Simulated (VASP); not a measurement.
# Y (Pm-3m) in VASP: further runs, part 2 of 2

VASP 6.6.1.

### Step 3. Single point, PBE

This run uses another cell than the first one, of 34.79 Å³/atom.

Contents of INCAR:

```
SYSTEM = Y
PREC = Accurate
ENCUT = 500
EDIFF = 1E-6
ISMEAR = 0
SIGMA = 0.1
LREAL = .FALSE.
LASPH = .TRUE.
NELM = 120
ALGO = Normal
ISIF = 2
LWAVE = .FALSE.
LCHARG = .TRUE.
GGA = PE
LELF = .TRUE.
LVHAR = .TRUE.
NBANDS = 12
GGA_COMPAT = .FALSE.
```

Contents of KPOINTS:

```
regular mesh
0
G
  12 12 12
  0 0 0
```

Contents of POSCAR:

```
Y
1.0
    3.2645186274      0.0000000000      0.0000000000
    0.0000000000      3.2645186274      0.0000000000
    0.0000000000      0.0000000000      3.2645186274
Y
1
Direct
    0.0000000000      0.0000000000      0.0000000000
```

Potentials or basis: VASP PAW PBE potentials, release 64 (Y_sv).

On the command line:

```console
> cat potpaw_PBE.64/Y_sv/POTCAR > POTCAR
> mpirun -np 1 vasp_std > vasp.out
```

OUTCAR:

```text
SYSTEM = Y
   PREC = Accurate
   ENCUT = 500
   EDIFF = 1E-6
   ISMEAR = 0
   LREAL = .FALSE.
   LASPH = .TRUE.
   NELM = 120
   ISIF = 2
   GGA = PE

 ion  position               nearest neighbor table
   1  0.000  0.000  0.000-

  LATTYP: Found a simple cubic cell.
 ALAT       =     3.2645186274

  Lattice vectors:

 A1 = (   3.2645186274,   0.0000000000,   0.0000000000)
 A2 = (   0.0000000000,   3.2645186274,   0.0000000000)
 A3 = (   0.0000000000,   0.0000000000,   3.2645186274)

Analysis of symmetry for initial positions (statically):
=====================================================================
 Subroutine PRICEL returns:
 Original cell was already a primitive cell.

 Routine SETGRP: Setting up the symmetry group for a
 simple cubic supercell.

 Subroutine GETGRP returns: Found 48 space group operations
 (whereof 48 operations were pure point group operations)
 out of a pool of 48 trial point group operations.

The static configuration has the point symmetry O_h .

Analysis of symmetry for dynamics (positions and initial velocities):
=====================================================================
 Subroutine PRICEL returns:
 Original cell was already a primitive cell.

 Routine SETGRP: Setting up the symmetry group for a
 simple cubic supercell.

 Subroutine GETGRP returns: Found 48 space group operations
 (whereof 48 operations were pure point group operations)
 out of a pool of 48 trial point group operations.

The dynamic configuration has the point symmetry O_h .

 Subroutine INISYM returns: Found 48 space group operations
 (whereof 48 operations are pure point group operations),
 and found     1 'primitive' translations

----------------------------------------------------------------------------------------

                                     Primitive cell

  volume of cell :      34.7902

  direct lattice vectors                    reciprocal lattice vectors
     3.264518627  0.000000000  0.000000000     0.306323876  0.000000000  0.000000000
     0.000000000  3.264518627  0.000000000     0.000000000  0.306323876  0.000000000
     0.000000000  0.000000000  3.264518627     0.000000000  0.000000000  0.306323876

  length of vectors
     3.264518627  3.264518627  3.264518627     0.306323876  0.306323876  0.306323876

  position of ions in fractional coordinates (direct lattice)
     0.000000000  0.000000000  0.000000000

  ion indices of the primitive-cell ions
   primitive index   ion index
                 1           1

----------------------------------------------------------------------------------------

 KPOINTS: regular mesh

Automatic generation of k-mesh.
 Grid dimensions read from file:
 generate k-points for:   12   12   12

 Generating k-lattice:

  Cartesian coordinates                     Fractional coordinates (reciprocal lattice)
     0.025526990  0.000000000  0.000000000     0.083333333  0.000000000  0.000000000
     0.000000000  0.025526990  0.000000000     0.000000000  0.083333333  0.000000000
     0.000000000  0.000000000  0.025526990     0.000000000  0.000000000  0.083333333

  Length of vectors
     0.025526990  0.025526990  0.025526990

  Shift w.r.t. Gamma in fractional coordinates (k-lattice)
     0.000000000  0.000000000  0.000000000

 Subroutine IBZKPT returns following result:
 ===========================================

 Found     84 irreducible k-points:

 Following reciprocal coordinates:
            Coordinates               Weight
  0.000000  0.000000  0.000000      1.000000
  0.083333  0.000000  0.000000      6.000000
  0.166667  0.000000  0.000000      6.000000
  0.250000  0.000000  0.000000      6.000000
  0.333333  0.000000  0.000000      6.000000
  0.416667  0.000000  0.000000      6.000000
[... 16 lines left out ...]
  0.333333  0.333333  0.000000     12.000000
  0.416667  0.333333  0.000000     24.000000
 [... further k-points ...]
   k-points           NKPTS =     84   k-points in BZ     NKDIM =     84   number of bands    NBANDS=     12
   number of dos      NEDOS =    301   number of ions     NIONS =      1
   total plane-waves  NPLWV =  13824
   dimension x,y,z NGX =    24 NGY =   24 NGZ =   24
   dimension x,y,z NGXF=    48 NGYF=   48 NGZF=   48
   ions per type =               1
   NGX,Y,Z   is equivalent  to a cutoff of  12.22, 12.22, 12.22 a.u.
   NGXF,Y,Z  is equivalent  to a cutoff of  24.44, 24.44, 24.44 a.u.
 SYSTEM =  Y
   PREC   = accura    normal or accurate (medium, high low for compatibility)
   ISTART =      0    job   : 0-new  1-cont  2-samecut
   ICHARG =      2    charge: 1-file 2-atom 10-const
   ISPIN  =      1    spin polarized calculation?
   LNONCOLLINEAR =      F non collinear calculations
   LSORBIT =      F    spin-orbit coupling
   LASPH  =      T    aspherical Exc in radial PAW
   ENCUT  =  500.0 eV  36.75 Ry    6.06 a.u.   5.95  5.95  5.95*2*pi/ulx,y,z
   NELM   =    120;   NELMIN=  2; NELMDL= -5     # of ELM steps
   EDIFF  = 0.1E-05   stopping-criterion for ELM
   LREAL  =      F    real-space projection
   EDIFFG = 0.1E-04   stopping-criterion for IOM
   NSW    =      0    number of steps for IOM
   IBRION =     -1    ionic relax: 0-MD 1-quasi-New 2-CG
   NFREE  =      0    steps in history (QN), initial steepest desc. (CG)
   ISIF   =      2    stress and relaxation
   ISYM   =      2    0-nonsym 1-usesym 2-fastsym
   POTIM  = 0.5000    time-step for ionic-motion
   TEBEG  =    0.0;   TEEND  =   0.0 temperature during run
   PSTRESS=    0.0 pullay stress
   NELECT =      11.0000    total number of electrons
   NUPDOWN=      -1.0000    fix difference up-down
   EMIN   =  10.00;   EMAX   =-10.00  energy-range for DOS
   EFERMI =   0.00;   METHOD = LEGACY
   ISMEAR =     0;   SIGMA  =   0.10  broadening in eV -4-tet -1-fermi 0-gaus
   EFERMI_NEDOS =   21; number of points for ismear=-14 and -15
   IALGO  =     38    algorithm
   IMIX   =      4    mixing-type and parameters
     AMIX     =   0.40;   BMIX     =  1.00
     AMIX_MAG =   1.60;   BMIX_MAG =  1.00
  volume/ion in A,a.u.               =      34.79       234.78
  Fermi-wavevector in a.u.,A,eV,Ry     =   1.115287  2.107587 16.923807  1.243865
  Thomas-Fermi vector in A             =   2.251890
   LORBIT       =      0    0 simple, 1 ext, 2 COOP (PROOUT), +10 PAW based schemes
   GGA     = PE    functional components
   LHFCALC =     F    Hartree Fock is set to
   AEXX    =    0.0000 exact exchange contribution
   IVDW    =     0    specifies the selected vdW correction
   LEPSILON=     F    determine dielectric tensor
   LRPA    =     F    only Hartree local field effects (RPA)
 non-spin polarized calculation
 Gauss-broadening in eV      SIGMA  =   0.10
  energy-cutoff  :      500.00
  volume of cell :       34.79
 maximum number of plane-waves:       912
 NGX is ok and might be reduce to    24
   NGX = 11   NGY = 11   NGZ = 11

 number of electron      10.9999998 magnetization

 Free energy of the ion-electron system (eV)
  ---------------------------------------------------
  ext. energy  EPLUGINS =         0.00000000
  ---------------------------------------------------
  free energy    TOTEN  =        -5.63858410 eV

  energy without entropy =       -5.62284442  energy(sigma->0) =       -5.63071426

 E-fermi :   2.7192     XC(G=0):  -9.1542

 val. band max:        2.7163307059   @ k =   0.5000   0.2500   0.1667
 cond. band min:       2.7428244217   @ k =   0.2500   0.2500   0.0000
 fundamental gap:      0.0264937158
 Fermi energy:         2.7192267313

 k-point     1 :       0.0000    0.0000    0.0000
  band No.  band energies     occupation
      1     -40.2903      2.00000
      2     -19.9352      2.00000
      3     -19.9352      2.00000
      4     -19.9352      2.00000
      5      -1.7556      2.00000
      6       2.1121      2.00000
      7       2.1121      2.00000
      8       7.9052      0.00000
      9       7.9052      0.00000
     10       7.9052      0.00000
     11      12.8247      0.00000
     12      12.8247      0.00000
[... 331 lines left out ...]
 k-point    24 :       0.4167    0.3333    0.0000
  band No.  band energies     occupation
      1     -40.1795      2.00000
      2     -20.5178      2.00000
      3     -20.3827      2.00000
      4     -19.8321      2.00000
      5       1.2694      2.00000
      6       2.4328      1.99995
      7       4.9394      0.00000
      8       5.7040      0.00000
      9       5.9569      0.00000
     10       6.3969      0.00000
     11       9.9687      0.00000
     12      12.6129      0.00000

 [... further k-points ...]

------------------------ aborting loop because EDIFF is reached ----------------------------------------

  FORCE on cell =-STRESS in cart. coord.  units (eV):
  Direction    XX          YY          ZZ          XY          YZ          ZX
  --------------------------------------------------------------------------------------
  -------------------------------------------------------------------------------------
  Total       -0.0110743     -0.0110743     -0.0110743     -0.0000000      0.0000000      0.0000000
  in kB       -0.5100010     -0.5100010     -0.5100010     -0.0000000      0.0000000      0.0000000
  external PRESSURE =      -0.5100010 kB  Pullay stress =       0.0000000 kB

 VOLUME and BASIS-vectors are now :
 -----------------------------------------------------------------------------
  energy-cutoff  :      500.00
  volume of cell :       34.79
      direct lattice vectors                 reciprocal lattice vectors
     3.264518627  0.000000000  0.000000000     0.306323876  0.000000000  0.000000000
     0.000000000  3.264518627  0.000000000     0.000000000  0.306323876  0.000000000
     0.000000000  0.000000000  3.264518627     0.000000000  0.000000000  0.306323876

 POSITION                                       TOTAL-FORCE (eV/Angst)
 -----------------------------------------------------------------------------------
      0.00000      0.00000      0.00000         0.000000      0.000000      0.000000
 -----------------------------------------------------------------------------------
    total drift:                                0.000000      0.000000      0.000000

  FREE ENERGIE OF THE ION-ELECTRON SYSTEM (eV)
  ---------------------------------------------------
  free  energy   TOTEN  =        -5.6385840993 eV

  energy  without entropy=       -5.6228444189  energy(sigma->0) =       -5.63071426
```

OSZICAR:

```text
N       E                     dE             d eps       ncg     rms          rms(c)
DAV:   1     0.248292822908E+02    0.24829E+02   -0.53808E+03  2016   0.801E+02
DAV:   2    -0.451285797941E+01   -0.29342E+02   -0.28506E+02  2420   0.160E+02
DAV:   3    -0.583265307864E+01   -0.13198E+01   -0.12761E+01  2848   0.219E+01
DAV:   4    -0.586727920938E+01   -0.34626E-01   -0.34598E-01  2404   0.352E+00
DAV:   5    -0.586801919181E+01   -0.73998E-03   -0.73993E-03  2724   0.412E-01    0.188E+01
DAV:   6    -0.566864339814E+01    0.19938E+00   -0.22200E-01  2212   0.298E+00    0.114E+01
DAV:   7    -0.564308370659E+01    0.25560E-01   -0.27970E-01  2424   0.325E+00    0.873E-01
DAV:   8    -0.563883789613E+01    0.42458E-02   -0.49768E-02  2272   0.156E+00    0.731E-01
DAV:   9    -0.563864486439E+01    0.19303E-03   -0.22015E-03  2276   0.408E-01    0.337E-01
DAV:  10    -0.563859691481E+01    0.47950E-04   -0.16622E-04  2608   0.105E-01    0.535E-02
DAV:  11    -0.563858405220E+01    0.12863E-04   -0.60863E-05  2300   0.522E-02    0.311E-02
DAV:  12    -0.563858409930E+01   -0.47095E-07   -0.34968E-06  2424   0.157E-02
   1 F= -.56385841E+01 E0= -.56307143E+01  d E =-.157397E-01
```

stdout:

```text
POSCAR found type information on POSCAR Y
 POSCAR found :  1 types and       1 ions
 scaLAPACK will be used
 LDA part: xc-table for (Slater+PW92), standard interpolation
 POSCAR, INCAR and KPOINTS ok, starting setup
 FFT: planning ... GRIDC
 FFT: planning ... GRID_SOFT
 FFT: planning ... GRID
 WAVECAR not read
 entering main loop
```

Wall time 43 s (1 thread of Intel Xeon 8259CL, shared host); peak memory 0.17 GiB.

Results:

- Free energy: -5.6386 eV
- Pressure: -0.1 GPa
- Band gap on the k mesh: zero (an odd number of electrons rules out a gap without spin polarisation)

### Step 4. Relaxation of cell and atoms, PBE

Contents of INCAR:

```
PREC     = Accurate       # precision mode
ENCUT    = 500            # plane-wave cutoff, eV
EDIFF    = 1E-7           # SCF threshold, eV
ISMEAR   = 0              # smearing method
SIGMA    = 0.1            # smearing width, eV
LREAL    = F              # projectors in reciprocal space
LASPH    = T              # aspherical terms in the spheres
NELM     = 120            # most SCF steps
ALGO     = Normal         # electronic algorithm
ISIF     = 3              # what is computed and relaxed
LWAVE    = F              # write WAVECAR
LCHARG   = F              # write CHGCAR
GGA      = PE             # functional
IBRION   = 2              # ionic algorithm
NSW      = 100            # ionic steps
EDIFFG   = -0.01          # ionic threshold
GGA_COMPAT= F            
NELMIN   = 4
```

Contents of KPOINTS:

```
Automatic mesh
0
Gamma
  12 12 12
```

Contents of POSCAR:

```
Y
1.0
    3.2757018371      0.0000000000      0.0000000000
    0.0000000000      3.2757018371      0.0000000000
    0.0000000000      0.0000000000      3.2757018371
Y
1
Direct
    0.0000000000      0.0000000000      0.0000000000
```

On the command line:

```console
> cat potpaw_PBE.64/Y_sv/POTCAR > POTCAR
> mpirun -np 1 vasp_std > vasp.out
```

Run time: 56 s. Hardware: 1 thread of Intel Xeon 8259CL, shared host; peak memory 0.17 GiB.

It converged, with:

```
Free energy                           : -5.6386 eV
Relaxed volume                        : 34.74 Å³/atom
Relaxed cell                          : a = 3.263 Å, b = 3.263 Å, c = 3.263 Å, α = 90.00°, β = 90.00°, γ = 90.00°
Space group after relaxing (to 0.1 Å) : Pm-3m (No. 221)
Energy gained by relaxing             : 0.3 meV/atom
Ionic steps                           : 3
Pressure after relaxing               : 0.0 GPa
Band gap on the k mesh                : zero (an odd number of electrons rules out a gap without spin polarisation)
```

The path:
| step | energy change (eV) | largest force (eV/Å) | pressure (GPa) | volume (Å³) |
| --- | --- | --- | --- | --- |
| 1 | 0.0000 | 0.0000 | -0.27 | 35.15 |
| 2 | -0.0003 | 0.0000 | -0.06 | 34.84 |
| 3 | -0.0003 | 0.0000 | 0.01 | 34.74 |

Final structure:
```yaml
crystal:
  lattice:
    - [3.26285, 0.00000, 0.00000]
    - [0.00000, 3.26285, 0.00000]
    - [0.00000, 0.00000, 3.26285]
  atoms:
    - { symbol: Y, position: [0.00000, 0.00000, 0.00000] }
```

Levels at points of the mesh, in eV from the Fermi level:
```tsv
k point	band 3	band 4	band 5	band 6	band 7	band 8	band 9
(0.00, 0.00, 0.00)	-22.65	-22.65	-4.48	-0.61	-0.61	5.19	5.19
(0.50, 0.00, 0.00)	-22.59	-22.59	-1.77	-0.01	0.09	2.74	2.74
(0.50, 0.50, 0.00)	-23.25	-22.53	-1.82	0.14	3.28	3.28	3.53
(0.50, 0.50, 0.50)	-23.16	-23.16	-0.57	-0.57	-0.57	5.57	6.87
```

### Step 5. Overview

```tsv
task	cell	k mesh	gap on the mesh (eV)	pressure (GPa)
single point	a = 3.276 Å, 1 atom	6 × 6 × 6	none	-0.6
single point	a = 3.265 Å, 1 atom	12 × 12 × 12	none	-0.1
relaxation of cell and atoms	relaxed from a = 3.276 Å, 1 atom	12 × 12 × 12	none	0.0
```

Alike in all rows: level PBE; potentials or basis VASP PAW PBE potentials, release 64 (Y_sv); no spin polarisation; cutoff (eV) 500; smearing gaussian 0.1 eV.

Total energies depend on the potentials used, so only differences within one code and one set of settings carry meaning.

The gap in the log of VASP goes by the Fermi energy; the results here count the filled bands.